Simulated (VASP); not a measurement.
# PbO (P4/nmm) in VASP: single point with PBE+D3(BJ)

Aim: the single point of PbO with PBE+D3(BJ).

All numbers are computed with VASP 6.6.1; they aren't measurements. Logs are shortened: lines on timing, memory, paths and dates and some standing lists are left out, and cuts for length are marked.

## (1) The cell of the first run

It takes space group P4/nmm (No. 129, tetragonal). The conventional cell has a = 4.034 Å, b = 4.034 Å, c = 4.993 Å, α = 90.00°, β = 90.00°, γ = 90.00°. Within 3.1 Å of Pb (site symmetry 4mm) lie 4 O at 2.34 Å. O (site symmetry -4m2) has 4 Pb at 2.34 Å and 4 O at 2.85 Å within 3.1 Å.

## (2) Single point, PBE+D3(BJ)

The input, INCAR:

```
PREC = Accurate ; ENCUT = 520
EDIFF = 1E-6 ; ISMEAR = 0
SIGMA = 0.02 ; LREAL = False
LASPH = True ; NELM = 100
ALGO = Normal ; ISIF = 2
LWAVE = False ; LCHARG = True
GGA = PE ; IVDW = 12
LELF = True ; LVHAR = True
NBANDS = 28
```

The input, KPOINTS:

```
Automatic mesh
0
Gamma
  8 8 6
```

The input, POSCAR:

```
PbO
1.0
    4.0342382187      0.0000000000      0.0000000000
    0.0000000000      4.0342382187      0.0000000000
    0.0000000000      0.0000000000      4.9930493665
Pb O
2 2
Direct
    0.5000000000      0.0000000000      0.2377668865
    0.0000000000      0.5000000000      0.7622331135
    0.0000000000      0.0000000000      0.0000000000
    0.5000000000      0.5000000000      0.0000000000
```

Potentials or basis: VASP PAW PBE potentials, release 64 (Pb_d, O).

Run with:

```
$ cat potpaw_PBE.64/Pb_d/POTCAR potpaw_PBE.64/O/POTCAR > POTCAR
$ mpirun -np 1 vasp_std > vasp.out
```

OUTCAR:

```text
PREC = Accurate
   ENCUT = 520
   EDIFF = 1E-6
   ISMEAR = 0
   LREAL = False
   LASPH = True
   NELM = 100
   ISIF = 2
   GGA = PE
   IVDW = 12
 IVDW          = 12

 ion  position               nearest neighbor table
   1  0.500  0.000  0.238-   3 2.34   4 2.34   4 2.34   3 2.34   2 3.71   2 3.71   2 3.71   2 3.71
                             2 3.87   2 3.87   2 3.87   2 3.87
   2  0.000  0.500  0.762-   3 2.34   4 2.34   3 2.34   4 2.34   1 3.71   1 3.71   1 3.71   1 3.71
                             1 3.87   1 3.87   1 3.87   1 3.87
   3  0.000  0.000  0.000-   1 2.34   2 2.34   2 2.34   1 2.34
   4  0.500  0.500  0.000-   1 2.34   2 2.34   1 2.34   2 2.34

  LATTYP: Found a simple tetragonal cell.
 ALAT       =     4.0342382187
 C/A-ratio  =     1.2376684509

  Lattice vectors:

 A1 = (   4.0342382187,   0.0000000000,   0.0000000000)
 A2 = (   0.0000000000,   4.0342382187,   0.0000000000)
 A3 = (   0.0000000000,   0.0000000000,   4.9930493665)

Analysis of symmetry for initial positions (statically):
=====================================================================
 Subroutine PRICEL returns:
 Original cell was already a primitive cell.

 Routine SETGRP: Setting up the symmetry group for a
 simple tetragonal supercell.

 Subroutine GETGRP returns: Found 16 space group operations
 (whereof  8 operations were pure point group operations)
 out of a pool of 16 trial point group operations.

The static configuration has the point symmetry D_2d.
 The point group associated with its full space group is D_4h.

Analysis of symmetry for dynamics (positions and initial velocities):
=====================================================================
 Subroutine PRICEL returns:
 Original cell was already a primitive cell.

 Routine SETGRP: Setting up the symmetry group for a
 simple tetragonal supercell.

 Subroutine GETGRP returns: Found 16 space group operations
 (whereof  8 operations were pure point group operations)
 out of a pool of 16 trial point group operations.

The dynamic configuration has the point symmetry D_2d.
 The point group associated with its full space group is D_4h.

 Subroutine INISYM returns: Found 16 space group operations
 (whereof  8 operations are pure point group operations),
 and found     1 'primitive' translations

----------------------------------------------------------------------------------------

                                     Primitive cell

  volume of cell :      81.2623

[... 92 lines left out ...]
   EDIFF  = 0.1E-05   stopping-criterion for ELM
   LREAL  =      F    real-space projection
   EDIFFG = 0.1E-04   stopping-criterion for IOM
   NSW    =      0    number of steps for IOM
   IBRION =     -1    ionic relax: 0-MD 1-quasi-New 2-CG
   NFREE  =      0    steps in history (QN), initial steepest desc. (CG)
   ISIF   =      2    stress and relaxation
   ISYM   =      2    0-nonsym 1-usesym 2-fastsym
   POTIM  = 0.5000    time-step for ionic-motion
   TEBEG  =    0.0;   TEEND  =   0.0 temperature during run
   PSTRESS=    0.0 pullay stress
   NELECT =      40.0000    total number of electrons
   NUPDOWN=      -1.0000    fix difference up-down
   EMIN   =  10.00;   EMAX   =-10.00  energy-range for DOS
   EFERMI =   0.00;   METHOD = LEGACY
   ISMEAR =     0;   SIGMA  =   0.02  broadening in eV -4-tet -1-fermi 0-gaus
   EFERMI_NEDOS =   21; number of points for ismear=-14 and -15
   IALGO  =     38    algorithm
   IMIX   =      4    mixing-type and parameters
     AMIX     =   0.40;   BMIX     =  1.00
     AMIX_MAG =   1.60;   BMIX_MAG =  1.00
  volume/ion in A,a.u.               =      20.32       137.10
  Fermi-wavevector in a.u.,A,eV,Ry     =   1.292603  2.442666 22.732923  1.670823
  Thomas-Fermi vector in A             =   2.424301
   LORBIT       =      0    0 simple, 1 ext, 2 COOP (PROOUT), +10 PAW based schemes
   GGA     = PE    functional components
   LHFCALC =     F    Hartree Fock is set to
   AEXX    =    0.0000 exact exchange contribution
   IVDW    =    12    specifies the selected vdW correction
   LEPSILON=     F    determine dielectric tensor
   LRPA    =     F    only Hartree local field effects (RPA)
 non-spin polarized calculation
 Gauss-broadening in eV      SIGMA  =   0.02
  energy-cutoff  :      520.00
  volume of cell :       81.26
 maximum number of plane-waves:      2222
   NGX = 15   NGY = 15   NGZ = 19

 number of electron      40.0000001 magnetization

 Free energy of the ion-electron system (eV)
  ---------------------------------------------------
  ext. energy  EPLUGINS =         0.00000000
  ---------------------------------------------------
  free energy    TOTEN  =       -21.46401229 eV

  energy without entropy =      -21.46401229  energy(sigma->0) =      -21.46401229

 E-fermi :   4.9884     XC(G=0):  -9.7296

 val. band max:        4.8220812655   @ k =   0.1250   0.0000   0.0000
 cond. band min:       6.0943405917   @ k =   0.5000   0.5000   0.0000
 fundamental gap:      1.2722593262
 Fermi energy:         4.9884258255

 k-point     1 :       0.0000    0.0000    0.0000
  band No.  band energies     occupation
      1     -13.2511      2.00000
      2     -12.8128      2.00000
      3     -11.1136      2.00000
      4     -11.1136      2.00000
      5     -11.0626      2.00000
      6     -11.0252      2.00000
[... 733 lines left out ...]
     27      14.2407      0.00000
     28      14.2407      0.00000

 [... further k-points ...]

------------------------ aborting loop because EDIFF is reached ----------------------------------------

 Edisp (eV)   -0.93415

 E8    (eV) :    -0.4283

  FORCE on cell =-STRESS in cart. coord.  units (eV):
  Direction    XX          YY          ZZ          XY          YZ          ZX
  --------------------------------------------------------------------------------------
  -------------------------------------------------------------------------------------
  Total       0.04752     0.04752     0.03272     0.00000     0.00000     0.00000
  in kB       0.93696     0.93696     0.64518     0.00000     0.00000     0.00000
  external pressure =        0.84 kB  Pullay stress =        0.00 kB

 VOLUME and BASIS-vectors are now :
 -----------------------------------------------------------------------------
  energy-cutoff  :      520.00
  volume of cell :       81.26
      direct lattice vectors                 reciprocal lattice vectors
     4.034238219  0.000000000  0.000000000     0.247878272  0.000000000  0.000000000
     0.000000000  4.034238219  0.000000000     0.000000000  0.247878272  0.000000000
     0.000000000  0.000000000  4.993049367     0.000000000  0.000000000  0.200278412

 POSITION                                       TOTAL-FORCE (eV/Angst)
 -----------------------------------------------------------------------------------
      2.01712      0.00000      1.18718        -0.000000      0.000000      0.038612
      0.00000      2.01712      3.80587         0.000000     -0.000000     -0.038612
      0.00000      0.00000      0.00000         0.000000      0.000000      0.000000
      2.01712      2.01712      0.00000         0.000000     -0.000000      0.000000
 -----------------------------------------------------------------------------------
    total drift:                                0.000000      0.000000      0.000000

  FREE ENERGIE OF THE ION-ELECTRON SYSTEM (eV)
  ---------------------------------------------------
  free  energy   TOTEN  =       -22.3981630768 eV

  energy  without entropy=      -22.3981630768  energy(sigma->0) =      -22.39816308
```

Run time: 56 s. Hardware: 1 thread of Intel Xeon Platinum 8559C (Emerald Rapids), shared host; peak memory 0.25 GiB.

Results:

| Property | Result |
| --- | --- |
| Free energy | -22.3982 eV |
| Pressure | 0.1 GPa |
| Largest force | 0.039 eV/Å |
| Band gap on the k mesh | 1.27 eV, indirect (least direct gap 2.18 eV) |
| Dispersion energy per atom | -0.234 eV |

Forces on the atoms (eV/Å):
```
Pb   0.000  0.000  0.039
Pb   0.000  0.000 -0.039
O    0.000  0.000  0.000
O    0.000  0.000  0.000
```

Caveat: spin-orbit coupling is left out, which moves the levels of the heavy elements.
